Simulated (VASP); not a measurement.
Runs of VASP 6.6.1 on SrO. The structure is that of space group Fm-3m (No. 225), or close to it. The cells are those of the table. 

```csv
task,spin,cell,gap on the mesh (eV),pressure (GPa),moment (μB)
dielectric tensor,off,"a = 3.576 Å, angles 60.0°, 2 atoms",(a),-,-
dielectric tensor,off,"a = 3.503 Å, angles 60.0°, 2 atoms",3.64,-,-
dielectric tensor,off,"a = 3.539 Å, angles 60.0°, 2 atoms",3.68,-,-
single point,"non-collinear, zero start, SOC","a = 3.758 Å, angles 60.0°, 2 atoms",-,(b),0.00
single point,"non-collinear, zero start, SOC","a = 3.794 Å, angles 60.0°, 2 atoms",-,-8.2,0.00
```

Alike in all rows: level r2SCAN; potentials or basis VASP PAW PBE potentials, release 64 (Sr_sv, O); k mesh 8 × 8 × 8; cutoff (eV) 520; smearing gaussian 0.01 eV.

**Question.** Estimate the missing entries.

**Answer.** (a) 3.71; (b) -6.5.

Caveats: the PAW data sets were made with another functional, which shifts forces and pressure a little; the cell stands under tension (at least some runs).

A k mesh can miss the band edges, and rows without SOC leave out spin-orbit coupling on Sr.
